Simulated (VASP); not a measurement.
AlN, 2 atoms in the cell. Symmetry: F-43m, No. 216, cubic system. The conventional cell has a = 4.403 Å, b = 4.403 Å, c = 4.403 Å, α = 90.00°, β = 90.00°, γ = 90.00°. Within 2.5 Å of Al (site symmetry -43m) lie 4 N at 1.91 Å. N (site symmetry -43m) has 4 Al at 1.91 Å within 2.5 Å. 

| Property | Result |
| --- | --- |
| Program | VASP 6.6.1 |
| Task | single point |
| Functional | PBE |
| Potentials or basis | VASP PAW PBE potentials, release 64 (Al, N) |
| Cutoff | 600 eV |
| k mesh | 8 × 8 × 8 |
| Occupations | gaussian, width 0.01 eV |
| Spin | no spin polarisation |
| Dipole correction | no |
| Further INCAR settings | ALGO = Normal; EDIFF = 1e-06; NBANDS = 11 |

Potentials or basis: VASP PAW PBE potentials, release 64 (Al, N).

Run with:

```bash
$ cat potpaw_PBE.64/Al/POTCAR potpaw_PBE.64/N/POTCAR > POTCAR
$ mpirun -np 1 vasp_std > vasp.out
```

Hardware: 1 thread of Intel(R) Xeon(R) Platinum 8259CL CPU @ 2.50GHz (Skylake/Cascade Lake) (shared host).

**Question.** How long does it take, and how much memory?

**Answer.** Wall time 7.9 s on 1 thread of Intel(R) Xeon(R) Platinum 8259CL CPU @ 2.50GHz (Skylake/Cascade Lake), on a shared host, peak memory 0.14 GiB. Counts: scf iterations 12, k points 29.
